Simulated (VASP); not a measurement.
# NbSb (zincblende type) (F-43m) in VASP: notebook

NbSb (zincblende type) is run at these levels: PBE; tasks: single point.

Everything below comes from runs of VASP 6.6.1. Logs are shortened: lines on timing, memory, paths and dates and some standing lists are left out, and cuts for length are marked.

### Step 1. The cell of the first run

It takes space group F-43m (No. 216, cubic). The conventional cell has a = 6.294 Å, b = 6.294 Å, c = 6.294 Å, α = 90.00°, β = 90.00°, γ = 90.00°. Within 3.6 Å of Nb (site symmetry -43m) lie 4 Sb at 2.73 Å. Sb (site symmetry -43m) has 4 Nb at 2.73 Å within 3.6 Å.

### Step 2. Single point, PBE

INCAR reads:

```
PREC = Accurate ; ENCUT = 520
EDIFF = 1E-6 ; ISMEAR = -1
SIGMA = 0.05 ; LREAL = False
LASPH = True ; NELM = 100
ALGO = Normal ; ISIF = 2
LWAVE = False ; LCHARG = False
GGA = PE ; NBANDS = 16
```

KPOINTS reads:

```
regular mesh
0
Gamma
  10 10 10
```

POSCAR reads:

```
NbSb
1.0
    0.0000000000      3.1470348721      3.1470348721
    3.1470348721      0.0000000000      3.1470348721
    3.1470348721      3.1470348721      0.0000000000
Nb Sb
1 1
Direct
    0.0000000000      0.0000000000      0.0000000000
    0.2500000000      0.2500000000      0.2500000000
```

Potentials or basis: VASP PAW PBE potentials, release 64 (Nb_sv, Sb).

Started as:

```sh
cat potpaw_PBE.64/Nb_sv/POTCAR potpaw_PBE.64/Sb/POTCAR > POTCAR
mpirun -np 1 vasp_std > vasp.out
```

OUTCAR:

```text
PREC = Accurate
   ENCUT = 520
   EDIFF = 1E-6
   ISMEAR = -1
   LREAL = False
   LASPH = True
   NELM = 100
   ISIF = 2
   GGA = PE

 ion  position               nearest neighbor table
   1  0.000  0.000  0.000-   2 2.73   2 2.73   2 2.73   2 2.73
   2  0.250  0.250  0.250-   1 2.73   1 2.73   1 2.73   1 2.73

  LATTYP: Found a face centered cubic cell.
 ALAT       =     6.2940697442

  Lattice vectors:

 A1 = (   0.0000000000,   3.1470348721,   3.1470348721)
 A2 = (   3.1470348721,   0.0000000000,   3.1470348721)
 A3 = (   3.1470348721,   3.1470348721,   0.0000000000)

Analysis of symmetry for initial positions (statically):
=====================================================================
 Subroutine PRICEL returns:
 Original cell was already a primitive cell.

 Routine SETGRP: Setting up the symmetry group for a
 face centered cubic supercell.

 Subroutine GETGRP returns: Found 24 space group operations
 (whereof 24 operations were pure point group operations)
 out of a pool of 48 trial point group operations.

The static configuration has the point symmetry T_d .

Analysis of symmetry for dynamics (positions and initial velocities):
=====================================================================
 Subroutine PRICEL returns:
 Original cell was already a primitive cell.

 Routine SETGRP: Setting up the symmetry group for a
 face centered cubic supercell.

 Subroutine GETGRP returns: Found 24 space group operations
 (whereof 24 operations were pure point group operations)
 out of a pool of 48 trial point group operations.

The dynamic configuration has the point symmetry T_d .

 Subroutine INISYM returns: Found 24 space group operations
 (whereof 24 operations are pure point group operations),
 and found     1 'primitive' translations

----------------------------------------------------------------------------------------

                                     Primitive cell

  volume of cell :      62.3354

  direct lattice vectors                    reciprocal lattice vectors
     0.000000000  3.147034872  3.147034872    -0.158879714  0.158879714  0.158879714
     3.147034872  0.000000000  3.147034872     0.158879714 -0.158879714  0.158879714
     3.147034872  3.147034872  0.000000000     0.158879714  0.158879714 -0.158879714

  length of vectors
     4.450579397  4.450579397  4.450579397     0.275187737  0.275187737  0.275187737

[... 79 lines left out ...]
   NELM   =    100;   NELMIN=  2; NELMDL= -5     # of ELM steps
   EDIFF  = 0.1E-05   stopping-criterion for ELM
   LREAL  =      F    real-space projection
   EDIFFG = 0.1E-04   stopping-criterion for IOM
   NSW    =      0    number of steps for IOM
   IBRION =     -1    ionic relax: 0-MD 1-quasi-New 2-CG
   NFREE  =      0    steps in history (QN), initial steepest desc. (CG)
   ISIF   =      2    stress and relaxation
   ISYM   =      2    0-nonsym 1-usesym 2-fastsym
   POTIM  = 0.5000    time-step for ionic-motion
   TEBEG  =    0.0;   TEEND  =   0.0 temperature during run
   PSTRESS=    0.0 pullay stress
   NELECT =      18.0000    total number of electrons
   NUPDOWN=      -1.0000    fix difference up-down
   EMIN   =  10.00;   EMAX   =-10.00  energy-range for DOS
   EFERMI =   0.00;   METHOD = LEGACY
   ISMEAR =    -1;   SIGMA  =   0.05  broadening in eV -4-tet -1-fermi 0-gaus
   EFERMI_NEDOS =   21; number of points for ismear=-14 and -15
   IALGO  =     38    algorithm
   IMIX   =      4    mixing-type and parameters
     AMIX     =   0.40;   BMIX     =  1.00
     AMIX_MAG =   1.60;   BMIX_MAG =  1.00
  volume/ion in A,a.u.               =      31.17       210.33
  Fermi-wavevector in a.u.,A,eV,Ry     =   1.082067  2.044810 15.930637  1.170869
  Thomas-Fermi vector in A             =   2.218099
   LORBIT       =      0    0 simple, 1 ext, 2 COOP (PROOUT), +10 PAW based schemes
   GGA     = PE    functional components
   LHFCALC =     F    Hartree Fock is set to
   AEXX    =    0.0000 exact exchange contribution
   IVDW    =     0    specifies the selected vdW correction
   LEPSILON=     F    determine dielectric tensor
   LRPA    =     F    only Hartree local field effects (RPA)
 non-spin polarized calculation
  energy-cutoff  :      520.00
  volume of cell :       62.34
 maximum number of plane-waves:      1701
 NGX is ok and might be reduce to    36
   NGX = 17   NGY = 17   NGZ = 17

 number of electron      18.0000001 magnetization

 Free energy of the ion-electron system (eV)
  ---------------------------------------------------
  ext. energy  EPLUGINS =         0.00000000
  ---------------------------------------------------
  free energy    TOTEN  =       -12.54915770 eV

  energy without entropy =      -12.51729534  energy(sigma->0) =      -12.53322652

 E-fermi :   5.8364     XC(G=0):  -9.3418

 val. band max:        5.8040064904   @ k =   0.2000   0.0000   0.0000
 cond. band min:       5.8429618332   @ k =   0.1000   0.0000   0.0000
 fundamental gap:      0.0389553428
 Fermi energy:         5.8364080892

 k-point     1 :       0.0000    0.0000    0.0000
  band No.  band energies     occupation
      1     -49.5739      2.00000
      2     -25.6465      2.00000
      3     -25.6465      2.00000
      4     -25.6465      2.00000
      5      -4.2014      2.00000
      6       3.1866      2.00000
[... 433 lines left out ...]
      3     -25.6553      2.00000
      4     -25.6546      2.00000
      5      -3.2850      2.00000
      6       2.0970      2.00000
[... 8 lines left out ...]
     15      12.2056      0.00000
     16      14.7279      0.00000

 [... further k-points ...]

------------------------ aborting loop because EDIFF is reached ----------------------------------------

  FORCE on cell =-STRESS in cart. coord.  units (eV):
  Direction    XX          YY          ZZ          XY          YZ          ZX
  --------------------------------------------------------------------------------------
  -------------------------------------------------------------------------------------
  Total       -0.0262655     -0.0262655     -0.0262655      0.0000000      0.0000000      0.0000000
  in kB       -0.6750907     -0.6750907     -0.6750907      0.0000000      0.0000000      0.0000000
  external PRESSURE =      -0.6750907 kB  Pullay stress =       0.0000000 kB

 VOLUME and BASIS-vectors are now :
 -----------------------------------------------------------------------------
  energy-cutoff  :      520.00
  volume of cell :       62.34
      direct lattice vectors                 reciprocal lattice vectors
     0.000000000  3.147034872  3.147034872    -0.158879714  0.158879714  0.158879714
     3.147034872  0.000000000  3.147034872     0.158879714 -0.158879714  0.158879714
     3.147034872  3.147034872  0.000000000     0.158879714  0.158879714 -0.158879714

 POSITION                                       TOTAL-FORCE (eV/Angst)
 -----------------------------------------------------------------------------------
      0.00000      0.00000      0.00000         0.000000      0.000000      0.000000
      1.57352      1.57352      1.57352        -0.000000     -0.000000     -0.000000
 -----------------------------------------------------------------------------------
    total drift:                                0.000000      0.000000      0.000000

  FREE ENERGIE OF THE ION-ELECTRON SYSTEM (eV)
  ---------------------------------------------------
  free  energy   TOTEN  =       -12.5491576964 eV

  energy  without entropy=      -12.5172953393  energy(sigma->0) =      -12.53322652
```

OSZICAR:

```text
N       E                     dE             d eps       ncg     rms          rms(c)
DAV:   1     0.135486032751E+03    0.13549E+03   -0.83222E+03  1504   0.100E+03
DAV:   2    -0.565830638822E+01   -0.14114E+03   -0.13618E+03  2104   0.316E+02
DAV:   3    -0.131277166830E+02   -0.74694E+01   -0.73273E+01  2552   0.603E+01
DAV:   4    -0.133627104066E+02   -0.23499E+00   -0.23440E+00  1992   0.102E+01
DAV:   5    -0.133701322922E+02   -0.74219E-02   -0.74199E-02  2464   0.179E+00    0.604E+00
DAV:   6    -0.125575082728E+02    0.81262E+00   -0.31635E+00  2376   0.133E+01    0.245E+00
DAV:   7    -0.125466264769E+02    0.10882E-01   -0.19502E-01  1944   0.389E+00    0.178E+00
DAV:   8    -0.125491614435E+02   -0.25350E-02   -0.23227E-02  2064   0.130E+00    0.161E-01
DAV:   9    -0.125491001001E+02    0.61343E-04   -0.19570E-03  2384   0.319E-01    0.515E-02
DAV:  10    -0.125491483968E+02   -0.48297E-04   -0.91823E-05  1928   0.814E-02    0.312E-02
DAV:  11    -0.125491557518E+02   -0.73550E-05   -0.13524E-05  1960   0.290E-02    0.119E-02
DAV:  12    -0.125491578390E+02   -0.20871E-05   -0.41825E-06  1896   0.161E-02    0.248E-03
DAV:  13    -0.125491576964E+02    0.14254E-06   -0.12935E-07  1496   0.311E-03
   1 F= -.12549158E+02 E0= -.12533227E+02  d E =-.318624E-01
```

stdout:

```text
POSCAR found type information on POSCAR NbSb
 POSCAR found :  2 types and       2 ions
 scaLAPACK will be used
 LDA part: xc-table for (Slater+PW92), standard interpolation
 POSCAR, INCAR and KPOINTS ok, starting setup
 FFT: planning ... GRIDC
 FFT: planning ... GRID_SOFT
 FFT: planning ... GRID
 WAVECAR not read
 entering main loop
```

Wall time 32 s (1 thread of Intel Xeon Platinum 8488C (Sapphire Rapids), shared host); peak memory 0.22 GiB.

What came out:

```yaml
Free_energy: -12.5492 eV
Pressure: -0.1 GPa
Band_gap_on_the_k_mesh: zero (band 9 reaches 6.08 eV, above the bottom of band 10 at 5.77 eV)
```

Levels at points of the mesh, in eV from the Fermi level:
| k point | band 7 | band 8 | band 9 | band 10 | band 11 | band 12 |
| --- | --- | --- | --- | --- | --- | --- |
| (0.00, 0.00, 0.00) | -2.65 | -2.65 | 0.04 | 0.04 | 2.85 | 5.11 |
| (0.50, 0.00, 0.00) | -2.34 | -2.34 | 0.25 | 0.25 | 0.39 | 2.90 |
| (0.50, 0.50, 0.00) | -1.64 | -1.64 | -0.70 | 0.46 | 0.48 | 1.07 |

Caveat: spin-orbit coupling is left out, which moves the levels of the heavy elements.

### Step 3. Single point, PBE, non-collinear spin, zero start, spin-orbit coupling

INCAR reads:

```
SYSTEM = NbSb
PREC = Accurate
ENCUT = 520
EDIFF = 1E-7
ISMEAR = -1
SIGMA = 0.05
LREAL = .FALSE.
LASPH = .TRUE.
NELM = 150
ALGO = Normal
ISIF = 2
LWAVE = .FALSE.
LCHARG = .TRUE.
MAGMOM = 0 0 0 0 0 0
LORBIT = 11
LSORBIT = .TRUE.
GGA_COMPAT = .FALSE.
LORBMOM = .TRUE.
LMAXMIX = 4
GGA = PE
LVHAR = .TRUE.
NBANDS = 30
```

KPOINTS reads:

```
Automatic mesh
0
G
  10 10 10
  0 0 0
```

POSCAR is that of step 2.

Potentials or basis: VASP PAW PBE potentials, release 64 (Nb_sv, Sb).

Started as:

```sh
cat potpaw_PBE.64/Nb_sv/POTCAR potpaw_PBE.64/Sb/POTCAR > POTCAR
mpirun -np 1 vasp_ncl > vasp.out
```

It took 4.1 min on 1 thread of Intel Xeon Platinum 8488C (Sapphire Rapids), shared host; peak memory 0.51 GiB.

It converged, with:

| Quantity | Value |
| --- | --- |
| Free energy | -12.7071 eV |
| Pressure | 0.0 GPa |
| Net moment | 0.00 μB per cell |
| Valence electrons inside the program's atomic spheres | Nb 10.62; Sb 2.59 |

Moments on the atoms (μB; x, y, z):
```
Nb  0.00 0.00 0.00
Sb  0.00 0.00 0.00
```
